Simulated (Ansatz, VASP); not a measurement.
# One calculation of FePt, two programs

The input INCAR:

```
SYSTEM = FePt
PREC     = Accurate       ! precision mode
ENCUT    = 520            ! plane-wave cutoff, eV
EDIFF    = 1E-6           ! SCF threshold, eV
ISMEAR   = 0              ! smearing method
SIGMA    = 0.012          ! smearing width, eV
LREAL    = .False.        ! projectors in reciprocal space
LASPH    = .True.         ! aspherical terms in the spheres
NELM     = 150            ! most SCF steps
ALGO     = Fast           ! electronic algorithm
ISIF     = 2              ! what is computed and relaxed
LWAVE    = .False.        ! write WAVECAR
LCHARG   = .False.        ! write CHGCAR
ISPIN    = 2              ! spin polarisation
MAGMOM   = 0 3            ! initial moments
LORBIT   = 11             ! projections on sites
LMAXMIX  = 4              ! l up to which the mixer works
GGA      = PE             ! functional
NBANDS   = 20             ! bands
```

File KPOINTS:

```
regular mesh
0
Gamma
  10 10 7
  0 0 0
```

POSCAR

```
FePt
1.0
    2.7235000000      0.0000000000      0.0000000000
    0.0000000000      2.7235000000      0.0000000000
    0.0000000000      0.0000000000      3.7200000000
Pt Fe
1 1
Direct
    0.5000000000      0.5000000000      0.5000000000
    0.0000000000      0.0000000000      0.0000000000
```

input.yaml

```yaml
crystal:
  lattice:
    - [2.7235, 0.0, 0.0]
    - [0.0, 2.7235, 0.0]
    - [0.0, 0.0, 3.72]
  atoms:
    - { symbol: Pt, position: [0.5, 0.5, 0.5] }
    - { symbol: Fe, position: [0.0, 0.0, 0.0], spin: 3.0 }
kpoints:
  mp_grid: { grid: [10, 10, 7] }
scf:
  occupations: { method: gaussian, width: 0.012 }
hamiltonian:
  xc: pbe
  pseudopotentials: { kind: all_electron, lapw: { basis_error: 0.001 } }
magnetization:
  spin_polarized: true
output:
  forces: true
  stress: true
  eigenvalues: true
```

Alike in both runs: task single point; functional PBE; k mesh 10 × 10 × 7; occupations gaussian, width 0.012 eV; collinear spin.

|  | VASP | Ansatz |
| --- | --- | --- |
| version | VASP 6.6.1 | Ansatz 0.2.0 |
| potentials or method | VASP PAW PBE potentials, release 64 (Pt, Fe), cutoff 520 eV | all-electron LAPW, scalar-relativistic |

Ansatz gave:

| Item | Value |
| --- | --- |
| gap on the k mesh at the Fermi level (eV) | none |
| pressure (GPa) | 3.4 |
| traceless stress, the component that is largest in VASP (GPa) | 0.33 |
| net moment per atom (μB) | 1.64 |
| size of the moment on the site where the two differ most (μB) | 2.97 |

Which values does VASP return?

gap on the k mesh at the Fermi level (eV): none; pressure (GPa): 2.8; traceless stress, the component that is largest in VASP (GPa): 0.42; net moment per atom (μB): 1.62; size of the moment on the site where the two differ most (μB): 2.90.

Site moments also hang on the region over which each program counts them. A gap of «none» marks a metal or a gap that the smearing closes. Ansatz ran all-electron here, and VASP with PAW potentials.

Spin-orbit coupling is off throughout.
